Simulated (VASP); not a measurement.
Crystal: NbH.

```
CELL_PARAMETERS angstrom
1.84537 -2.39320 0.00000
1.84537 2.39320 0.00000
0.00000 0.00000 4.80423
ATOMIC_POSITIONS crystal
Nb 0.75000 0.25000 0.26884
Nb 0.25000 0.75000 0.73116
H 0.25000 0.25000 0.00000
H 0.75000 0.75000 0.00000
```

| Property | Result |
| --- | --- |
| Program | VASP 6.6.1 |
| Task | relaxation of cell and atoms |
| Functional | LDA |
| Potentials or basis | VASP PAW LDA potentials, release 64 (Nb_sv, H) |
| Cutoff | 600 eV |
| k mesh | 7 × 7 × 4 |
| Occupations | fermi-dirac, width 0.02 eV |
| Spin | no spin polarisation |

At the start: pressure -10.0 GPa; volume 10.61 Å³/atom.

**Question.** Where does the relaxation end?

**Answer.** Over 10 steps the energy falls by 19.5 meV/atom and the volume is 10.02 Å³/atom (-5.6 %); space group Cmme (No. 67, to 0.1 Å) before and after.

Step by step:
```csv
step,energy change (eV),largest force (eV/Å),pressure (GPa),volume (Å³)
1,0.0000,0.0258,-10.01,42.43
2,-0.0247,0.0945,9.64,38.49
3,-0.0737,0.0390,-0.04,40.20
4,-0.0737,0.0394,0.17,40.15
5,-0.0765,0.0202,0.18,40.10
6,-0.0775,0.0851,0.22,40.05
7,-0.0778,0.0171,-0.19,40.12
8,-0.0779,0.0022,-0.14,40.11
9,-0.0779,0.0030,-0.12,40.11
10,-0.0779,0.0080,0.11,40.07
```

Final structure:
```yaml
crystal:
  lattice:
    - [1.78904, -2.37206, 0.00000]
    - [1.78904, 2.37206, 0.00000]
    - [0.00000, 0.00000, 4.72106]
  atoms:
    - { symbol: Nb, position: [0.75000, 0.25000, 0.26861] }
    - { symbol: Nb, position: [0.25000, 0.75000, 0.73139] }
    - { symbol: H, position: [0.25000, 0.25000, 0.00000] }
    - { symbol: H, position: [0.75000, 0.75000, 0.00000] }
```
